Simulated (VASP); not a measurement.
CdSe, 4 atoms in the cell. It takes space group P6_3mc (No. 186, hexagonal). The conventional cell has a = 4.248 Å, b = 4.248 Å, c = 6.941 Å, α = 90.00°, β = 90.00°, γ = 120.00°. Cd (site symmetry 3m) has 4 Se at 2.60 to 2.61 Å within 3.4 Å. Within 3.4 Å of Se (site symmetry 3m) lie 4 Cd at 2.60 to 2.61 Å. 

| Quantity | Value |
| --- | --- |
| Program | VASP 6.6.1 |
| Task | single point |
| Functional | LDA |
| Potentials or basis | VASP PAW LDA potentials, release 64 (Cd, Se) |
| Cutoff | 520 eV |
| k mesh | 10 × 10 × 4 |
| Occupations | gaussian, width 0.01 eV |
| Spin | no spin polarisation |
| Dipole correction | no |
| Further INCAR settings | ALGO = Normal; EDIFF = 1e-07; NBANDS = 26 |

Potentials or basis: VASP PAW LDA potentials, release 64 (Cd, Se).

Launch:

```sh
$ cat potpaw_LDA.64/Cd/POTCAR potpaw_LDA.64/Se/POTCAR > POTCAR
$ mpirun -np 1 vasp_std > vasp.out
```

Hardware: 1 thread of Intel(R) Xeon(R) Platinum 8488C (Sapphire Rapids), with other jobs on the host.

Problem. How long does it take, and how much memory?

Solution. It took 77 s on 1 thread of Intel(R) Xeon(R) Platinum 8488C (Sapphire Rapids) (shared host), peak memory 0.25 GiB. Counts: scf iterations 14, k points 42.
